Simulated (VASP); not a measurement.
Here is a VASP 6.6.1 calculation.

Contents of INCAR:

```
SYSTEM = TiSi16
ALGO = Normal ; EDIFF = 1E-7
ENCUT = 520 ; GGA = PE
ISIF = 2 ; ISMEAR = -1
LASPH = .True. ; LCHARG = .True.
LELF = .True. ; LREAL = Auto
LVHAR = .True. ; LWAVE = .False.
NBANDS = 52 ; NELM = 100
PREC = Accurate ; SIGMA = 0.02
```

KPOINTS

```
k-points
0
Gamma
  2 2 2
  0 0 0
```

Contents of POSCAR:

```
TiSi16
1.0
    0.0000000000      5.4300000000      5.4300000000
    5.4300000000      0.0000000000      5.4300000000
    5.4300000000      5.4300000000      0.0000000000
Si Ti
16 1
Direct
    0.0066192449     -0.0008155617     -0.0007299263
    0.1496047882      0.1133191529      0.1134116022
    0.0055815838     -0.0327681400      0.5120267035
    0.1190133517      0.1111628913      0.6255076427
    0.0055584715      0.5119584715     -0.0326430018
    0.1190069982      0.6254267035      0.1112753223
   -0.0243208103      0.4820952118      0.4822023941
    0.1009622468      0.6072683241      0.6074014733
    0.5100088398      0.0165132597      0.0165451197
    0.6352018416      0.1416681400      0.1417267035
    0.4927694291     -0.0007626151      0.5131709024
    0.6069476980      0.1133812155      0.6561174954
    0.4927609576      0.5131217311     -0.0006788214
    0.6069336096      0.6560662063      0.1134794659
    0.4609133517      0.5120104052      0.5120752302
    0.6047732044      0.6254848066      0.6255660221
    0.8064182320      0.3127882136      0.3128924494
```

Potentials or basis: VASP PAW PBE potentials, release 64 (Si, Ti_sv).

Command:

```sh
$ cat potpaw_PBE.64/Si/POTCAR potpaw_PBE.64/Ti_sv/POTCAR > POTCAR
$ mpirun -np 1 vasp_std > vasp.out
```

Q: Estimate the largest force.

A: 0.082 eV/Å.

Q: Predict the band gap on the k mesh.

A: Zero (band 38 reaches 6.91 eV, above the bottom of band 39 at 6.72 eV).

Q: Estimate the pressure.

A: 5.8 GPa.

Stress tensor (GPa, compression positive):
```
 5.77 -0.96 -0.97
-0.96  5.77 -0.97
-0.97 -0.97  5.78
```

Caveat: the k points lie up to 0.50 Å⁻¹ apart.
